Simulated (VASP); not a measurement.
Wanted: the native input for a VASP 6.6.1 run.

```yaml
Task: relaxation of volume and atoms at fixed shape
Functional: r2SCAN
Potentials_or_basis: VASP PAW PBE potentials, release 64 (Cl, O)
Cutoff: 600 eV
k_mesh: 15 × 15 × 15
Occupations: fermi-dirac, width 0.02 eV
Spin: no spin polarisation
Dipole_correction: no
Further_INCAR_settings: ALGO = Normal; EDIFF = 1e-07; IBRION = 2; EDIFFG = -0.01; NSW = 80; ISIF = 8
```

ClO:

```xyz
2
Lattice="3.1852 0.0000 0.0000 0.0000 3.1852 0.0000 0.0000 0.0000 3.1852" Properties=species:S:1:pos:R:3 pbc="T T T"
Cl    0.0000    0.0000    0.0000
O     1.5926    1.5926    1.5926
```

These files were run (other wordings do the same):

POSCAR

```
ClO
1.0
    3.1852170000      0.0000000000      0.0000000000
    0.0000000000      3.1852170000      0.0000000000
    0.0000000000      0.0000000000      3.1852170000
Cl O
1 1
Direct
    0.0000000000      0.0000000000      0.0000000000
    0.5000000000      0.5000000000      0.5000000000
```

INCAR.step1

```
ALGO = Normal ; EDIFF = 1E-4
ENCUT = 600 ; GGA = PE
ISMEAR = -1 ; LASPH = True
LCHARG = False ; LREAL = False
LWAVE = True ; NELM = 80
PREC = Accurate ; SIGMA = 0.02
```

INCAR.step2

```
ALGO = Normal ; EDIFF = 1E-7
EDIFFG = -0.01 ; ENCUT = 600
IBRION = 2 ; ISIF = 8
ISMEAR = -1 ; ISTART = 1
LASPH = True ; LCHARG = False
LMIXTAU = True ; LREAL = False
LWAVE = False ; METAGGA = R2SCAN
NELM = 80 ; NSW = 80
PREC = Accurate ; SIGMA = 0.02
```

KPOINTS

```
k-points
0
Gamma
  15 15 15
```

Potentials or basis: VASP PAW PBE potentials, release 64 (Cl, O).

Run with:

```bash
$ cat potpaw_PBE.64/Cl/POTCAR potpaw_PBE.64/O/POTCAR > POTCAR
$ cp INCAR.step1 INCAR
$ mpirun -np 1 vasp_std > vasp.out
$ cp INCAR.step2 INCAR
$ mpirun -np 1 vasp_std > vasp.out
```

Results of the run:

```
Relaxed volume                         : 12.48 Å³/atom
Relaxed cell                           : a = 2.923 Å, b = 2.923 Å, c = 2.923 Å, α = 90.00°, β = 90.00°, γ = 90.00°
Space group after relaxing (to 0.05 Å) : Pm-3m (No. 221)
Energy gained by relaxing              : 176.9 meV/atom
Ionic steps                            : 5
Pressure after relaxing                : 0.0 GPa
```

Caveat: the volume moved by over 15 % at a fixed basis, so the end points are rough; the PAW data sets were made with another functional, which shifts forces and pressure a little; an odd number of electrons without spin polarisation forces a metal; a magnetic or distorted state may lie lower.

Wall time 22 min on 1 thread of Oxide Virtual Turin-like Processor (shared host), peak memory 0.16 GiB.
